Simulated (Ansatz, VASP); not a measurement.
## One calculation of B, two programs

```
CELL_PARAMETERS angstrom
3.67103 0.00000 0.00000
0.00000 3.67103 0.00000
0.00000 0.00000 3.67103
ATOMIC_POSITIONS crystal
B 0.50000 0.50000 0.50000
B 0.00000 0.00000 0.00000
B 0.25000 0.00000 0.50000
B 0.50000 0.25000 0.00000
B 0.50000 0.75000 0.00000
B 0.75000 0.00000 0.50000
B 0.00000 0.50000 0.75000
B 0.00000 0.50000 0.25000
```

Alike in both runs: task relaxation of cell and atoms; functional PBE; k mesh 6 × 6 × 6; occupations gaussian, width 0.1 eV; no spin polarisation.

|  | VASP | Ansatz |
| --- | --- | --- |
| version | VASP 6.6.1 | Ansatz 0.2.0 |
| potentials or method | VASP PAW PBE potentials, release 64 (B), cutoff 500 eV | scalar-relativistic, plane waves, PAW |
| valence electrons in the cell | 24 | 24 |

|  | VASP | Ansatz | Ansatz less VASP |
| --- | --- | --- | --- |
| gap on the k mesh at the Fermi level, each at its own relaxed structure (eV) | none | none | - |
| relaxed volume (Å³/atom) | 6.18 | 6.18 | 0.000 |
| relaxed cell length with the largest relative difference (Å) | 3.671 | 3.671 | 0.0000 |

A gap of «none» marks a metal or a gap that the smearing closes.

Noted on VASP's run: the relaxation stopped at its first step, so nothing moved.
